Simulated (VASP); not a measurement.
Here is a VASP 6.6.1 calculation.

Contents of INCAR:

```
  PREC = Accurate
  ENCUT = 520
  EDIFF = 1E-6
  ISMEAR = -1
  SIGMA = 0.1
  LREAL = F
  LASPH = T
  NELM = 80
  ALGO = Normal
  ISIF = 2
  LWAVE = F
  LCHARG = F
  NBANDS = 24
```

The input KPOINTS:

```
regular mesh
0
Gamma
  4 4 4
```

File POSCAR:

```
RbAsO3
1.0
    3.9304978214      0.0000000000      0.0000000000
    0.0000000000      3.9304978214      0.0000000000
    0.0000000000      0.0000000000      3.9304978214
Rb As O
1 1 3
Direct
    0.0000000000      0.0000000000      0.0000000000
    0.5000000000      0.5000000000      0.5000000000
    0.5000000000      0.5000000000      0.0000000000
    0.5000000000      0.0000000000      0.5000000000
    0.0000000000      0.5000000000      0.5000000000
```

Potentials or basis: VASP PAW LDA potentials, release 64 (Rb_sv, As, O).

The run is started by

```sh
$ cat potpaw_LDA.64/Rb_sv/POTCAR potpaw_LDA.64/As/POTCAR potpaw_LDA.64/O/POTCAR > POTCAR
$ mpirun -np 1 vasp_std > vasp.out
```

(1) Predict the pressure.

(2) Estimate the band gap on the k mesh.

Answers

(1) -9.3 GPa.

(2) zero (band 16 reaches 2.49 eV, above the bottom of band 17 at 1.98 eV).

Caveat: the k points lie up to 0.40 Å⁻¹ apart.
